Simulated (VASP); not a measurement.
Wanted: the native input for a VASP 6.6.1 run.

* Task: electric field gradients
* Functional: PBE
* Potentials or basis: VASP PAW PBE potentials, release 64 (K_sv, Ta_pv, O)
* Cutoff: 520 eV
* k mesh: 5 × 5 × 5
* Occupations: fermi-dirac, width 0.01 eV
* Spin: no spin polarisation
* Dipole correction: no
* Further INCAR settings: ALGO = Normal; EDIFF = 1e-08; NBANDS = 27

The structure of KTaO3 lies in POSCAR:

```
KTaO3
1.0
    3.9883000000     -0.0199415000     -0.0199415000
   -0.0199415000      3.9883000000     -0.0199415000
   -0.0199415000     -0.0199415000      3.9883000000
K Ta O
1 1 3
Direct
    0.5000000000      0.5000000000      0.5000000000
    0.0000000000      0.0000000000      0.0000000000
    0.5000000000      0.0000000000      0.0000000000
    0.0000000000      0.5000000000      0.0000000000
    0.0000000000      0.0000000000      0.5000000000
```

This cell differs from its parent crystal: equal xy, yz and zx shear strains of -1 %.

The input as run:

INCAR

```
PREC = Accurate ; ENCUT = 520
EDIFF = 1E-8 ; ISMEAR = -1
SIGMA = 0.01 ; LREAL = False
LASPH = True ; NELM = 100
ALGO = Normal ; ISIF = 2
LWAVE = False ; LCHARG = False
GGA = PE ; LEFG = True
NBANDS = 27
```

KPOINTS

```
Automatic mesh
0
Gamma
  5 5 5
```

Potentials or basis: VASP PAW PBE potentials, release 64 (K_sv, Ta_pv, O).

Run with:

```console
$ cat potpaw_PBE.64/K_sv/POTCAR potpaw_PBE.64/Ta_pv/POTCAR potpaw_PBE.64/O/POTCAR > POTCAR
$ mpirun -np 1 vasp_std > vasp.out
```

It gave:

```
Pressure               : 6.1 GPa
Band gap on the k mesh : 2.25 eV, indirect (least direct gap 2.72 eV)
```

Caveat: the cell differs from its parent crystal (equal xy, yz and zx shear strains of -1 %); without QUAD_EFG the Cq values of the log hold for a quadrupole moment of 1 mb, not for the nuclei; spin-orbit coupling is left out, which moves the levels of the heavy elements.

It took 35 s on 1 thread of Intel Xeon 6975P-C, on a shared host, peak memory 0.18 GiB.
